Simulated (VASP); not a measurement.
A run of VASP 6.6.1 is set up as follows.

File INCAR:

```
PREC = Accurate
ENCUT = 520
EDIFF = 1E-6
ISMEAR = 0
SIGMA = 0.1
LREAL = F
LASPH = T
NELM = 60
ALGO = Fast
ISIF = 2
LWAVE = F
LCHARG = T
GGA = PE
LELF = T
LVHAR = T
NBANDS = 26
```

The input KPOINTS:

```
regular mesh
0
Gamma
  6 6 6
```

The input POSCAR:

```
ReRh2
1.0
    4.3112458189      0.0000000000      0.0000000000
   -2.1556229095      3.7336484011      0.0000000000
    0.0000000000      0.0000000000      2.6802691597
Re Rh
1 2
Direct
    0.0000000000      0.0000000000      0.0000000000
    0.3333333333      0.6666666667      0.5000000000
    0.6666666667      0.3333333333      0.5000000000
```

Potentials or basis: VASP PAW PBE potentials, release 64 (Re, Rh_pv).

The run is started by

```bash
$ cat potpaw_PBE.64/Re/POTCAR potpaw_PBE.64/Rh_pv/POTCAR > POTCAR
$ mpirun -np 1 vasp_std > vasp.out
```

(1) Estimate the band gap on the k mesh.

(2) Predict the pressure.

Results:

(1) zero (an odd number of electrons rules out a gap without spin polarisation).

(2) 0.1 GPa.

Caveat: the k points lie up to 0.39 Å⁻¹ apart, too coarse for converged energies and pressures of a metal; spin-orbit coupling is left out, which moves the levels of the heavy elements.
